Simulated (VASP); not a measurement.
# BaTe (Fm-3m) in VASP: further runs

Runs on BaTe. Level: r2SCAN. Tasks: single point.

Program: VASP 6.6.1. These are calculated values, not measurements. Logs are shortened: lines on timing, memory, paths and dates and some standing lists are left out, and cuts for length are marked.

## (1) The cell of the first run

It takes space group Fm-3m (No. 225, cubic). Conventional cell: a = 7.062 Å, b = 7.062 Å, c = 7.062 Å, α = 90.00°, β = 90.00°, γ = 90.00°. Ba (site symmetry m-3m) has 6 Te at 3.53 Å within 4.6 Å. Within 4.6 Å of Te (site symmetry m-3m) lie 6 Ba at 3.53 Å.

## (2) Single point, r2SCAN

Input file POSCAR:

```
BaTe
1.0
    0.0000000000      3.5312212088      3.5312212088
    3.5312212088      0.0000000000      3.5312212088
    3.5312212088      3.5312212088      0.0000000000
Ba Te
1 1
Direct
    0.0000000000      0.0000000000      0.0000000000
    0.5000000000      0.5000000000      0.5000000000
```

Input file INCAR.step1:

```
SYSTEM = BaTe
PREC = Accurate ; ENCUT = 520
ISMEAR = 0 ; SIGMA = 0.01
LREAL = .FALSE. ; LASPH = .TRUE.
NELM = 60 ; NBANDS = 15
GGA = PE ; ALGO = Normal
EDIFF = 1E-4 ; LWAVE = .TRUE.
LCHARG = .FALSE.
```

Input file INCAR.step2:

```
SYSTEM = BaTe
PREC = Accurate ; ENCUT = 520
EDIFF = 1E-6 ; ISMEAR = 0
SIGMA = 0.01 ; LREAL = .FALSE.
LASPH = .TRUE. ; NELM = 60
ALGO = Normal ; ISIF = 2
LWAVE = .FALSE. ; LCHARG = .TRUE.
METAGGA = R2SCAN ; LMIXTAU = .TRUE.
LELF = .TRUE. ; LVHAR = .TRUE.
NBANDS = 15 ; ISTART = 1
```

Input file KPOINTS:

```
regular mesh
0
G
  6 6 6
  0 0 0
```

Potentials or basis: VASP PAW PBE potentials, release 64 (Ba_sv, Te).

The run is started by

```bash
cat potpaw_PBE.64/Ba_sv/POTCAR potpaw_PBE.64/Te/POTCAR > POTCAR
cp INCAR.step1 INCAR
mpirun -np 1 vasp_std > vasp.out
cp INCAR.step2 INCAR
mpirun -np 1 vasp_std > vasp.out
```

OUTCAR:

```text
SYSTEM = BaTe
   PREC = Accurate
   ENCUT = 520
   EDIFF = 1E-6
   ISMEAR = 0
   LREAL = .FALSE.
   LASPH = .TRUE.
   NELM = 60
   ISIF = 2
   METAGGA = R2SCAN
   ISTART = 1

 ion  position               nearest neighbor table
   1  0.000  0.000  0.000-   2 3.53   2 3.53   2 3.53   2 3.53   2 3.53   2 3.53
   2  0.500  0.500  0.500-   1 3.53   1 3.53   1 3.53   1 3.53   1 3.53   1 3.53

  LATTYP: Found a face centered cubic cell.
 ALAT       =     7.0624424176

  Lattice vectors:

 A1 = (   0.0000000000,   3.5312212088,   3.5312212088)
 A2 = (   3.5312212088,   0.0000000000,   3.5312212088)
 A3 = (   3.5312212088,   3.5312212088,   0.0000000000)

Analysis of symmetry for initial positions (statically):
=====================================================================
 Subroutine PRICEL returns:
 Original cell was already a primitive cell.

 Routine SETGRP: Setting up the symmetry group for a
 face centered cubic supercell.

 Subroutine GETGRP returns: Found 48 space group operations
 (whereof 48 operations were pure point group operations)
 out of a pool of 48 trial point group operations.

The static configuration has the point symmetry O_h .

Analysis of symmetry for dynamics (positions and initial velocities):
=====================================================================
 Subroutine PRICEL returns:
 Original cell was already a primitive cell.

 Routine SETGRP: Setting up the symmetry group for a
 face centered cubic supercell.

 Subroutine GETGRP returns: Found 48 space group operations
 (whereof 48 operations were pure point group operations)
 out of a pool of 48 trial point group operations.

The dynamic configuration has the point symmetry O_h .

 Subroutine INISYM returns: Found 48 space group operations
 (whereof 48 operations are pure point group operations),
 and found     1 'primitive' translations

----------------------------------------------------------------------------------------

                                     Primitive cell

  volume of cell :      88.0653

  direct lattice vectors                    reciprocal lattice vectors
     0.000000000  3.531221209  3.531221209    -0.141594075  0.141594075  0.141594075
     3.531221209  0.000000000  3.531221209     0.141594075 -0.141594075  0.141594075
     3.531221209  3.531221209  0.000000000     0.141594075  0.141594075 -0.141594075

  length of vectors
     4.993900925  4.993900925  4.993900925     0.245248132  0.245248132  0.245248132

  position of ions in fractional coordinates (direct lattice)
[... 82 lines left out ...]
   NUPDOWN=      -1.0000    fix difference up-down
   EMIN   =  10.00;   EMAX   =-10.00  energy-range for DOS
   EFERMI =   0.00;   METHOD = LEGACY
   ISMEAR =     0;   SIGMA  =   0.01  broadening in eV -4-tet -1-fermi 0-gaus
   EFERMI_NEDOS =   21; number of points for ismear=-14 and -15
   IALGO  =     38    algorithm
   IMIX   =      4    mixing-type and parameters
     AMIX     =   0.40;   BMIX     =  1.00
     AMIX_MAG =   1.60;   BMIX_MAG =  1.00
  volume/ion in A,a.u.               =      44.03       297.15
  Fermi-wavevector in a.u.,A,eV,Ry     =   0.927214  1.752180 11.697275  0.859725
  Thomas-Fermi vector in A             =   2.053260
   LORBIT       =      0    0 simple, 1 ext, 2 COOP (PROOUT), +10 PAW based schemes
   METAGGA = R2SCAN    functional components
   LHFCALC =     F    Hartree Fock is set to
   AEXX    =    0.0000 exact exchange contribution
   IVDW    =     0    specifies the selected vdW correction
   LEPSILON=     F    determine dielectric tensor
   LRPA    =     F    only Hartree local field effects (RPA)
 non-spin polarized calculation
 Gauss-broadening in eV      SIGMA  =   0.01
  energy-cutoff  :      520.00
  volume of cell :       88.07
 maximum number of plane-waves:      2421
 NGX is ok and might be reduce to    40
   NGX = 19   NGY = 19   NGZ = 19

 number of electron      16.0000000 magnetization

 Free energy of the ion-electron system (eV)
  ---------------------------------------------------
  ext. energy  EPLUGINS =         0.00000000
  ---------------------------------------------------
  free energy    TOTEN  =       -56.02822284 eV

  energy without entropy =      -56.02822284  energy(sigma->0) =      -56.02822284

 E-fermi :   1.9777     XC(G=0):  -8.5181

 val. band max:        1.8994283818   @ k =   0.0000   0.0000   0.0000
 cond. band min:       3.8287392341   @ k =   0.5000   0.5000   0.0000
 fundamental gap:      1.9293108523
 Fermi energy:         1.9777006264

 k-point     1 :       0.0000    0.0000    0.0000
  band No.  band energies     occupation
      1     -25.9830      2.00000
      2     -10.7048      2.00000
      3     -10.7048      2.00000
      4     -10.7048      2.00000
      5      -7.8560      2.00000
      6       1.8994      2.00000
      7       1.8994      2.00000
      8       1.8994      2.00000
      9       5.2565      0.00000
     10       5.2565      0.00000
     11       5.2565      0.00000
     12       5.3721      0.00000
     13       5.9165      0.00000
     14       5.9165      0.00000
[... 257 lines left out ...]
      2     -10.8645      2.00000
      3     -10.8263      2.00000
      4     -10.8084      2.00000
      5      -7.5051      2.00000
      6       0.8422      2.00000
      7       0.8619      2.00000
      8       1.1654      2.00000
      9       4.8497      0.00000
     10       6.8704      0.00000
     11       7.1215      0.00000
     12       7.7010      0.00000
     13       8.0807      0.00000
     14       8.9195      0.00000
     15      10.4705      0.00000

------------------------ aborting loop because EDIFF is reached ----------------------------------------

  FORCE on cell =-STRESS in cart. coord.  units (eV):
  Direction    XX          YY          ZZ          XY          YZ          ZX
  --------------------------------------------------------------------------------------
  -------------------------------------------------------------------------------------
  Total        0.1820253      0.1820253      0.1820253      0.0000000      0.0000000      0.0000000
  in kB        3.3115983      3.3115983      3.3115983      0.0000000      0.0000000      0.0000000
  external PRESSURE =       3.3115983 kB  Pullay stress =       0.0000000 kB

 VOLUME and BASIS-vectors are now :
 -----------------------------------------------------------------------------
  energy-cutoff  :      520.00
  volume of cell :       88.07
      direct lattice vectors                 reciprocal lattice vectors
     0.000000000  3.531221209  3.531221209    -0.141594075  0.141594075  0.141594075
     3.531221209  0.000000000  3.531221209     0.141594075 -0.141594075  0.141594075
     3.531221209  3.531221209  0.000000000     0.141594075  0.141594075 -0.141594075

 POSITION                                       TOTAL-FORCE (eV/Angst)
 -----------------------------------------------------------------------------------
      0.00000      0.00000      0.00000         0.000000     -0.000000      0.000000
      3.53122      3.53122      3.53122        -0.000000      0.000000      0.000000
 -----------------------------------------------------------------------------------
    total drift:                                0.000000     -0.000000     -0.000000

  FREE ENERGIE OF THE ION-ELECTRON SYSTEM (eV)
  ---------------------------------------------------
  free  energy   TOTEN  =       -56.0282228379 eV

  energy  without entropy=      -56.0282228379  energy(sigma->0) =      -56.02822284
```

OUTCAR.step1:

```text
SYSTEM = BaTe
   PREC = Accurate
   ENCUT = 520
   ISMEAR = 0
   LREAL = .FALSE.
   LASPH = .TRUE.
[... 499 lines left out ...]
      0.00000      0.00000      0.00000        -0.000000      0.000000      0.000000
      3.53122      3.53122      3.53122         0.000000     -0.000000     -0.000000
 -----------------------------------------------------------------------------------
    total drift:                                0.000000     -0.000000     -0.000000

  FREE ENERGIE OF THE ION-ELECTRON SYSTEM (eV)
  ---------------------------------------------------
  free  energy   TOTEN  =        -8.6280563045 eV

  energy  without entropy=       -8.6280563045  energy(sigma->0) =       -8.62805630
```

Run time: 94 s. Hardware: 1 thread of Intel Xeon Platinum 8488C (Sapphire Rapids), shared host; peak memory 0.25 GiB.

What came out:

| Quantity | Value |
| --- | --- |
| Free energy | -56.0282 eV |
| Pressure | 0.3 GPa |
| Band gap on the k mesh | 1.93 eV, indirect (least direct gap 2.32 eV) |

Caveat: the PAW data sets were made with another functional, which shifts forces and pressure a little; spin-orbit coupling is left out, which moves the levels of the heavy elements. r2SCAN opens gaps a little over a GGA but as a rule still falls short of measured ones.

## (3) Single point, r2SCAN

POSCAR is that of step 2.

Input file INCAR.step1:

```
  ALGO = Normal
  EDIFF = 1E-4
  ENCUT = 520
  GGA = PE
  ISMEAR = 0
  LASPH = T
  LCHARG = F
  LREAL = F
  LWAVE = T
  NBANDS = 15
  NELM = 60
  PREC = Accurate
  SIGMA = 0.01
```

Input file INCAR.step2:

```
  ALGO = Normal
  EDIFF = 1E-7
  ENCUT = 520
  ISIF = 2
  ISMEAR = 0
  ISTART = 1
  LASPH = T
  LCHARG = T
  LELF = T
  LMIXTAU = T
  LREAL = F
  LVHAR = T
  LWAVE = F
  METAGGA = R2SCAN
  NBANDS = 15
  NELM = 60
  PREC = Accurate
  SIGMA = 0.01
```

Input file KPOINTS:

```
k-points
0
Gamma
  6 6 6
```

Potentials or basis: VASP PAW PBE potentials, release 64 (Ba_sv, Te).

The run is started by

```bash
cat potpaw_PBE.64/Ba_sv/POTCAR potpaw_PBE.64/Te/POTCAR > POTCAR
cp INCAR.step1 INCAR
mpirun -np 1 vasp_std > vasp.out
cp INCAR.step2 INCAR
mpirun -np 1 vasp_std > vasp.out
```

Run time: 1.7 min. Hardware: 1 thread of Intel Xeon Platinum 8488C (Sapphire Rapids), shared host; peak memory 0.25 GiB.

The run converged. Its results:

| Item | Value |
| --- | --- |
| Free energy | -56.0282 eV |
| Pressure | 0.3 GPa |
| Band gap on the k mesh | 1.93 eV, indirect (least direct gap 2.32 eV) |

Levels at points of the mesh, in eV from the valence-band top:
```tsv
k point	band 5	band 6	band 7	band 8	band 9	band 10	band 11	band 12
(0.00, 0.00, 0.00)	-9.76	0.00	0.00	0.00	3.36	3.36	3.36	3.47
(0.50, 0.00, 0.00)	-9.05	-2.15	-1.07	-1.07	4.61	5.20	5.35	5.35
(0.50, 0.50, 0.00)	-9.55	-1.14	-0.39	-0.39	1.93	4.90	5.24	6.10
```

Caveat: the PAW data sets were made with another functional, which shifts forces and pressure a little; spin-orbit coupling is left out, which moves the levels of the heavy elements. A k mesh can miss the band edges.
